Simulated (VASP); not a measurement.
# CoW3 (P4/mmm) in VASP: notebook

The runs below take CoW3 through single point, with PBEsol.

Program: VASP 6.6.1. These are calculated values, not measurements. Logs are shortened: lines on timing, memory, paths and dates and some standing lists are left out, and cuts for length are marked.

**1. The cell of the first run**

Symmetry: P4/mmm, No. 123, tetragonal system. Conventional cell: a = 3.858 Å, b = 3.858 Å, c = 3.627 Å, α = 90.00°, β = 90.00°, γ = 90.00°. Within 3.7 Å of Co (site symmetry 4/mmm) lie 12 W at 2.65 to 2.73 Å and 2 Co at 3.63 Å. Within 3.7 Å of W (site symmetry mmm) lie 4 Co at 2.65 Å and 10 W at 2.65 to 3.63 Å. W (site symmetry 4/mmm) has 10 W at 2.65 to 3.63 Å and 4 Co at 2.73 Å within 3.7 Å.

**2. Single point, PBEsol (strain -0.0600 x Voigt [0, 1, 0, 0, 0, 0])**

File INCAR:

```
SYSTEM = CoW3
ALGO     = Fast           ! electronic algorithm
EDIFF    = 1E-6           ! SCF threshold, eV
ENCUT    = 520            ! plane-wave cutoff, eV
GGA      = PS             ! functional
ISIF     = 2              ! what is computed and relaxed
ISMEAR   = 0              ! smearing method
LASPH    = .True.         ! aspherical terms in the spheres
LCHARG   = .True.         ! write CHGCAR
LELF     = .True.         ! ELF
LREAL    = .False.        ! projectors in reciprocal space
LVHAR    = .True.       
LWAVE    = .False.        ! write WAVECAR
NBANDS   = 34             ! bands
NELM     = 60             ! most SCF steps
PREC     = Accurate       ! precision mode
SIGMA    = 0.15           ! smearing width, eV
```

File KPOINTS:

```
k-points
0
Gamma
  12 12 12
  0 0 0
```

File POSCAR:

```
CoW3
1.0
    3.8582449849      0.0000000000      0.0000000000
    0.0000000000      3.6267502858      0.0000000000
    0.0000000000      0.0000000000      3.8582449849
Co W
1 3
Direct
    0.0000000000      0.0000000000      0.0000000000
    0.0000000000      0.5000000000      0.5000000000
    0.5000000000      0.0000000000      0.5000000000
    0.5000000000      0.5000000000      0.0000000000
```

Potentials or basis: VASP PAW PBE potentials, release 64 (Co, W_sv).

The run is started by

```sh
> cat potpaw_PBE.64/Co/POTCAR potpaw_PBE.64/W_sv/POTCAR > POTCAR
> mpirun -np 1 vasp_std > vasp.out
```

OUTCAR:

```text
SYSTEM = CoW3
   EDIFF = 1E-6
   ENCUT = 520
   GGA = PS
   ISIF = 2
   ISMEAR = 0
   LASPH = .True.
   LREAL = .False.
   NELM = 60
   PREC = Accurate

 ion  position               nearest neighbor table
   1  0.000  0.000  0.000-   2 2.65   4 2.65   2 2.65   2 2.65   4 2.65   2 2.65   4 2.65   4 2.65
                             3 2.73   3 2.73   3 2.73   3 2.73
   2  0.000  0.500  0.500-   1 2.65   3 2.65   1 2.65   1 2.65   3 2.65   1 2.65   3 2.65   3 2.65
                             4 2.73   4 2.73   4 2.73   4 2.73
   3  0.500  0.000  0.500-   2 2.65   4 2.65   4 2.65   2 2.65   4 2.65   4 2.65   2 2.65   2 2.65
                             1 2.73   1 2.73   1 2.73   1 2.73
   4  0.500  0.500  0.000-   1 2.65   3 2.65   3 2.65   1 2.65   3 2.65   3 2.65   1 2.65   1 2.65
                             2 2.73   2 2.73   2 2.73   2 2.73

  LATTYP: Found a simple tetragonal cell.
 ALAT       =     3.8582449849
 C/A-ratio  =     0.9400000000

  Lattice vectors:

 A1 = (  -3.8582449849,   0.0000000000,   0.0000000000)
 A2 = (   0.0000000000,   0.0000000000,   3.8582449849)
 A3 = (   0.0000000000,   3.6267502858,   0.0000000000)

Analysis of symmetry for initial positions (statically):
=====================================================================
 Subroutine PRICEL returns:
 Original cell was already a primitive cell.

 Routine SETGRP: Setting up the symmetry group for a
 simple tetragonal supercell.

 Subroutine GETGRP returns: Found 16 space group operations
 (whereof 16 operations were pure point group operations)
 out of a pool of 16 trial point group operations.

The static configuration has the point symmetry D_4h.

Analysis of symmetry for dynamics (positions and initial velocities):
=====================================================================
 Subroutine PRICEL returns:
 Original cell was already a primitive cell.

 Routine SETGRP: Setting up the symmetry group for a
 simple tetragonal supercell.

 Subroutine GETGRP returns: Found 16 space group operations
 (whereof 16 operations were pure point group operations)
 out of a pool of 16 trial point group operations.

The dynamic configuration has the point symmetry D_4h.

 Subroutine INISYM returns: Found 16 space group operations
 (whereof 16 operations are pure point group operations),
 and found     1 'primitive' translations

----------------------------------------------------------------------------------------

                                     Primitive cell

  volume of cell :      53.9880

  direct lattice vectors                    reciprocal lattice vectors
     3.858244985  0.000000000  0.000000000     0.259185201  0.000000000  0.000000000
     0.000000000  3.626750286  0.000000000     0.000000000  0.275728937  0.000000000
     0.000000000  0.000000000  3.858244985     0.000000000  0.000000000  0.259185201

  length of vectors
     3.858244985  3.626750286  3.858244985     0.259185201  0.275728937  0.259185201

  position of ions in fractional coordinates (direct lattice)
     0.000000000  0.000000000  0.000000000
     0.000000000  0.500000000  0.500000000
     0.500000000  0.000000000  0.500000000
     0.500000000  0.500000000  0.000000000

  ion indices of the primitive-cell ions
   primitive index   ion index
                 1           1
                 2           2
                 3           3
                 4           4

----------------------------------------------------------------------------------------

 KPOINTS: k-points

Automatic generation of k-mesh.
 Grid dimensions read from file:
 generate k-points for:   12   12   12

 Generating k-lattice:

  Cartesian coordinates                     Fractional coordinates (reciprocal lattice)
     0.021598767  0.000000000  0.000000000     0.083333333  0.000000000  0.000000000
     0.000000000  0.022977411  0.000000000     0.000000000  0.083333333  0.000000000
     0.000000000  0.000000000  0.021598767     0.000000000  0.000000000  0.083333333

  Length of vectors
     0.021598767  0.022977411  0.021598767

  Shift w.r.t. Gamma in fractional coordinates (k-lattice)
     0.000000000  0.000000000  0.000000000

 Subroutine IBZKPT returns following result:
 ===========================================

 Found    196 irreducible k-points:

 Following reciprocal coordinates:
            Coordinates               Weight
  0.000000  0.000000  0.000000      1.000000
  0.083333  0.000000  0.000000      4.000000
  0.166667  0.000000  0.000000      4.000000
  0.250000  0.000000  0.000000      4.000000
  0.333333  0.000000  0.000000      4.000000
  0.416667  0.000000  0.000000      4.000000
[... 16 lines left out ...]
  0.083333  0.250000  0.000000      8.000000
  0.166667  0.250000  0.000000      8.000000
 [... further k-points ...]
   k-points           NKPTS =    196   k-points in BZ     NKDIM =    196   number of bands    NBANDS=     34
   number of dos      NEDOS =    301   number of ions     NIONS =      4
   total plane-waves  NPLWV =  25200
   dimension x,y,z NGX =    30 NGY =   28 NGZ =   30
   dimension x,y,z NGXF=    60 NGYF=   56 NGZF=   60
   ions per type =               1   3
   NGX,Y,Z   is equivalent  to a cutoff of  12.93, 12.83, 12.93 a.u.
   NGXF,Y,Z  is equivalent  to a cutoff of  25.85, 25.67, 25.85 a.u.
 SYSTEM =  CoW3
   PREC   = accura    normal or accurate (medium, high low for compatibility)
   ISTART =      0    job   : 0-new  1-cont  2-samecut
   ICHARG =      2    charge: 1-file 2-atom 10-const
   ISPIN  =      1    spin polarized calculation?
   LNONCOLLINEAR =      F non collinear calculations
   LSORBIT =      F    spin-orbit coupling
   LASPH  =      T    aspherical Exc in radial PAW
   ENCUT  =  520.0 eV  38.22 Ry    6.18 a.u.   7.17  6.74  7.17*2*pi/ulx,y,z
   NELM   =     60;   NELMIN=  2; NELMDL= -5     # of ELM steps
   EDIFF  = 0.1E-05   stopping-criterion for ELM
   LREAL  =      F    real-space projection
   EDIFFG = 0.1E-04   stopping-criterion for IOM
   NSW    =      0    number of steps for IOM
   IBRION =     -1    ionic relax: 0-MD 1-quasi-New 2-CG
   NFREE  =      0    steps in history (QN), initial steepest desc. (CG)
   ISIF   =      2    stress and relaxation
   ISYM   =      2    0-nonsym 1-usesym 2-fastsym
   POTIM  = 0.5000    time-step for ionic-motion
   TEBEG  =    0.0;   TEEND  =   0.0 temperature during run
   PSTRESS=    0.0 pullay stress
   NELECT =      51.0000    total number of electrons
   NUPDOWN=      -1.0000    fix difference up-down
   EMIN   =  10.00;   EMAX   =-10.00  energy-range for DOS
   EFERMI =   0.00;   METHOD = LEGACY
   ISMEAR =     0;   SIGMA  =   0.15  broadening in eV -4-tet -1-fermi 0-gaus
   EFERMI_NEDOS =   21; number of points for ismear=-14 and -15
   IALGO  =     68    algorithm
   IMIX   =      4    mixing-type and parameters
     AMIX     =   0.40;   BMIX     =  1.00
     AMIX_MAG =   1.60;   BMIX_MAG =  1.00
  volume/ion in A,a.u.               =      13.50        91.08
  Fermi-wavevector in a.u.,A,eV,Ry     =   1.606321  3.035507 35.106688  2.580269
  Thomas-Fermi vector in A             =   2.702528
   LORBIT       =      0    0 simple, 1 ext, 2 COOP (PROOUT), +10 PAW based schemes
   GGA     = PS    functional components
   LHFCALC =     F    Hartree Fock is set to
   AEXX    =    0.0000 exact exchange contribution
   IVDW    =     0    specifies the selected vdW correction
   LEPSILON=     F    determine dielectric tensor
   LRPA    =     F    only Hartree local field effects (RPA)
 non-spin polarized calculation
 RMM-DIIS sequential band-by-band and
 Gauss-broadening in eV      SIGMA  =   0.15
  energy-cutoff  :      520.00
  volume of cell :       53.99
 maximum number of plane-waves:      1468
 NGX is ok and might be reduce to    30
   NGX = 15   NGY = 13   NGZ = 15

 number of electron      51.0000016 magnetization

 Free energy of the ion-electron system (eV)
  ---------------------------------------------------
  ext. energy  EPLUGINS =         0.00000000
  ---------------------------------------------------
  free energy    TOTEN  =       -47.90967760 eV

  energy without entropy =      -47.86157705  energy(sigma->0) =      -47.88562732

 E-fermi :  11.7532     XC(G=0): -14.1698

 val. band max:       11.7523933829   @ k =   0.5000   0.3333   0.5000
 cond. band min:      11.7546560598   @ k =   0.2500   0.2500   0.0833
 fundamental gap:      0.0022626770
 Fermi energy:        11.7531563836

 k-point     1 :       0.0000    0.0000    0.0000
  band No.  band energies     occupation
      1     -61.7927      2.00000
      2     -61.5934      2.00000
      3     -61.4853      2.00000
      4     -26.7132      2.00000
      5     -26.7132      2.00000
      6     -26.6740      2.00000
[... 26 lines left out ...]
     33      18.1925      0.00000
     34      19.4599      0.00000

 k-point     2 :       0.0833    0.0000    0.0000
  band No.  band energies     occupation
      1     -61.7891      2.00000
      2     -61.5956      2.00000
      3     -61.4866      2.00000
      4     -26.7027      2.00000
      5     -26.6925      2.00000
      6     -26.6615      2.00000
[... 26 lines left out ...]
     33      17.9478      0.00000
     34      18.7220      0.00000

 k-point     3 :       0.1667    0.0000    0.0000
  band No.  band energies     occupation
      1     -61.7789      2.00000
      2     -61.6024      2.00000
      3     -61.4900      2.00000
      4     -26.6724      2.00000
      5     -26.6313      2.00000
      6     -26.6255      2.00000
[... 26 lines left out ...]
     33      17.3423      0.00000
     34      18.8733      0.00000
[... 704 lines left out ...]
 k-point    23 :       0.0833    0.2500    0.0000
  band No.  band energies     occupation
      1     -61.7590      2.00000
      2     -61.5949      2.00000
      3     -61.5163      2.00000
      4     -26.6258      2.00000
      5     -26.5695      2.00000
      6     -26.4458      2.00000
[... 26 lines left out ...]
     33      16.7026      0.00000
     34      18.2586      0.00000

 k-point    24 :       0.1667    0.2500    0.0000
  band No.  band energies     occupation
      1     -61.7503      2.00000
      2     -61.6017      2.00000
      3     -61.5182      2.00000
      4     -26.6680      2.00000
      5     -26.5369      2.00000
      6     -26.3456      2.00000
[... 26 lines left out ...]
     33      16.7497      0.00000
     34      17.6331      0.00000

 [... further k-points ...]

------------------------ aborting loop because EDIFF is reached ----------------------------------------

  FORCE on cell =-STRESS in cart. coord.  units (eV):
  Direction    XX          YY          ZZ          XY          YZ          ZX
  --------------------------------------------------------------------------------------
  -------------------------------------------------------------------------------------
  Total        7.2540367      7.6981417      7.2540367      0.0000000      0.0000000      0.0000000
  in kB      215.2747417    228.4542421    215.2747417      0.0000000      0.0000000      0.0000000
  external PRESSURE =     219.6679085 kB  Pullay stress =       0.0000000 kB

 VOLUME and BASIS-vectors are now :
 -----------------------------------------------------------------------------
  energy-cutoff  :      520.00
  volume of cell :       53.99
      direct lattice vectors                 reciprocal lattice vectors
     3.858244985  0.000000000  0.000000000     0.259185201  0.000000000  0.000000000
     0.000000000  3.626750286  0.000000000     0.000000000  0.275728937  0.000000000
     0.000000000  0.000000000  3.858244985     0.000000000  0.000000000  0.259185201

 POSITION                                       TOTAL-FORCE (eV/Angst)
 -----------------------------------------------------------------------------------
      0.00000      0.00000      0.00000         0.000000      0.000000      0.000000
      0.00000      1.81338      1.92912         0.000000      0.000000      0.000000
      1.92912      0.00000      1.92912         0.000000      0.000000      0.000000
      1.92912      1.81338      0.00000         0.000000      0.000000      0.000000
 -----------------------------------------------------------------------------------
    total drift:                                0.000000      0.000000     -0.000000

  FREE ENERGIE OF THE ION-ELECTRON SYSTEM (eV)
  ---------------------------------------------------
  free  energy   TOTEN  =       -47.9096776016 eV

  energy  without entropy=      -47.8615770473  energy(sigma->0) =      -47.88562732
```

It took 11 min on 1 thread of Intel Xeon 8259CL, shared host; peak memory 0.39 GiB.

Results:

```yaml
Free_energy: -47.9097 eV
Pressure: 22.0 GPa
Band_gap_on_the_k_mesh: zero (an odd number of electrons rules out a gap without spin polarisation)
```

Stress tensor (GPa, compression positive):
```
21.53  0.00  0.00
 0.00 22.85  0.00
 0.00  0.00 21.53
```

Caveat: the cell differs from its parent crystal (strain -0.0600 x Voigt [0, 1, 0, 0, 0, 0]); the cell stands under pressure; the PAW data sets were made with another functional, which shifts forces and pressure a little; spin-orbit coupling is left out, which moves the levels of the heavy elements; the run has no spin polarisation, though such a crystal can be magnetic. Spin polarisation is off, so any magnetic state and its effect on volume and gap are missing.

**3. Single point, PBEsol (strain -0.0450 x Voigt [0, 1, 0, 0, 0, 0])**

File INCAR:

```
PREC     = Accurate       # precision mode
ENCUT    = 520            # plane-wave cutoff, eV
EDIFF    = 1E-6           # SCF threshold, eV
ISMEAR   = 0              # smearing method
SIGMA    = 0.15           # smearing width, eV
LREAL    = F              # projectors in reciprocal space
LASPH    = T              # aspherical terms in the spheres
NELM     = 100            # most SCF steps
ALGO     = Fast           # electronic algorithm
ISIF     = 2              # what is computed and relaxed
LWAVE    = F              # write WAVECAR
LCHARG   = T              # write CHGCAR
GGA      = PS             # functional
LELF     = T              # ELF
LVHAR    = T            
NBANDS   = 34             # bands
```

File KPOINTS:

```
regular mesh
0
Gamma
  12 12 12
```

POSCAR, as its differences from that of step 2:

```diff
@@ -3,3 +3,3 @@
     3.8582449849      0.0000000000      0.0000000000
-    0.0000000000      3.6267502858      0.0000000000
+    0.0000000000      3.6846239606      0.0000000000
     0.0000000000      0.0000000000      3.8582449849
```

Potentials or basis: VASP PAW PBE potentials, release 64 (Co, W_sv).

The run is started by

```sh
> cat potpaw_PBE.64/Co/POTCAR potpaw_PBE.64/W_sv/POTCAR > POTCAR
> mpirun -np 1 vasp_std > vasp.out
```

Wall time 12 min (1 thread of Intel Xeon 8259CL, shared host); peak memory 0.4 GiB.

It converged, with:

```yaml
Free_energy: -48.0173 eV
Pressure: 16.2 GPa
Band_gap_on_the_k_mesh: zero (an odd number of electrons rules out a gap without spin polarisation)
```

Stress tensor (GPa, compression positive):
```
15.76  0.00  0.00
 0.00 16.97  0.00
 0.00  0.00 15.76
```

Levels at points of the mesh, in eV from the Fermi level:
```csv
k point,band 21,band 22,band 23,band 24,band 25,band 26,band 27,band 28,band 29,band 30
"(0.00, 0.00, 0.00)",-1.34,-0.92,0.26,0.58,3.07,3.07,3.11,3.22,3.22,4.04
"(0.50, 0.00, 0.00)",-2.21,-1.98,-1.21,-0.20,0.32,0.34,0.50,1.10,1.89,2.01
"(0.00, 0.50, 0.00)",-2.09,-2.09,-0.99,0.14,0.14,0.53,0.94,1.02,1.71,1.71
"(0.50, 0.50, 0.00)",-2.25,-2.24,-2.22,-1.97,-1.02,0.63,0.63,1.12,1.17,1.26
"(0.50, 0.00, 0.50)",-2.02,-2.02,-2.02,-2.00,-1.09,0.56,0.56,0.87,0.87,0.99
"(0.50, 0.50, 0.50)",-1.38,-1.16,-0.64,-0.64,0.58,0.64,0.64,1.49,2.48,2.83
```

Caveat: the cell differs from its parent crystal (strain -0.0450 x Voigt [0, 1, 0, 0, 0, 0]); the cell stands under pressure; the PAW data sets were made with another functional, which shifts forces and pressure a little; spin-orbit coupling is left out, which moves the levels of the heavy elements; the run has no spin polarisation, though such a crystal can be magnetic. Spin polarisation is off, so any magnetic state and its effect on volume and gap are missing.
